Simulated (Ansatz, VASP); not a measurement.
Two plane-wave programs on Cs2B

```xyz
3
Lattice="0.0000 4.1113 4.1113 4.1113 0.0000 4.1113 4.1113 4.1113 0.0000" Properties=species:S:1:pos:R:3 pbc="T T T"
Cs    2.0556    2.0556    2.0556
Cs    6.1669    6.1669    6.1669
B     0.0000    0.0000    0.0000
```

Alike in both runs: task relaxation of cell and atoms; functional PBE; k mesh 10 × 10 × 10; occupations gaussian, width 0.1 eV; no spin polarisation.

|  | VASP | Ansatz |
| --- | --- | --- |
| version | VASP 6.6.1 | Ansatz 0.2.0 |
| potentials or method | VASP PAW PBE potentials, release 64 (Cs_sv, B), cutoff 600 eV | scalar-relativistic, plane waves, PAW |
| valence electrons in the cell | 21 | 21 |

|  | VASP | Ansatz | Ansatz less VASP |
| --- | --- | --- | --- |
| gap on the k mesh at the Fermi level, each at its own relaxed structure (eV) | none | none | - |
| relaxed volume (Å³/atom) | 48.02 | 47.76 | -0.263 |
| relaxed length of the cell vector where the two differ most in proportion (Å) | 5.884 | 5.874 | -0.0108 |

A gap of «none» marks a metal or a gap that the smearing closes.

Neither program's run includes spin-orbit coupling.
